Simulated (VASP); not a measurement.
Here is a VASP 6.6.1 calculation.

Contents of INCAR:

```
SYSTEM = Se
PREC = Accurate
ENCUT = 520
EDIFF = 1E-6
ISMEAR = 0
SIGMA = 0.05
LREAL = .False.
LASPH = .True.
NELM = 80
ALGO = Normal
ISIF = 2
LWAVE = .False.
LCHARG = .False.
GGA = PE
IVDW = 12
NBANDS = 16
```

The input KPOINTS:

```
Automatic mesh
0
Gamma
  12 12 8
  0 0 0
```

The input POSCAR:

```
Se
1.0
    4.1593406383      0.0000000000      0.0000000000
   -2.0796703192      3.6020946558      0.0000000000
    0.0000000000      0.0000000000      5.0361296449
Se
3
Direct
    0.2473450684      0.0000000000      0.3333333333
    0.0000000000      0.2473450684      0.6666666667
    0.7526549316      0.7526549316      0.0000000000
```

Potentials or basis: VASP PAW PBE potentials, release 64 (Se).

Command:

```bash
$ cat potpaw_PBE.64/Se/POTCAR > POTCAR
$ mpirun -np 1 vasp_std > vasp.out
```

Task: Predict the band gap on the k mesh.

Result: 0.71 eV, indirect (least direct gap 0.81 eV).

Task: Predict the largest force.

Result: 0.149 eV/Å.

Task: What does it give for the pressure?

Result: -0.8 GPa.

Forces on the atoms (eV/Å):
```
Se  -0.149  0.000  0.000
Se   0.075 -0.129  0.000
Se   0.075  0.129  0.000
```

 A k mesh can miss the band edges.
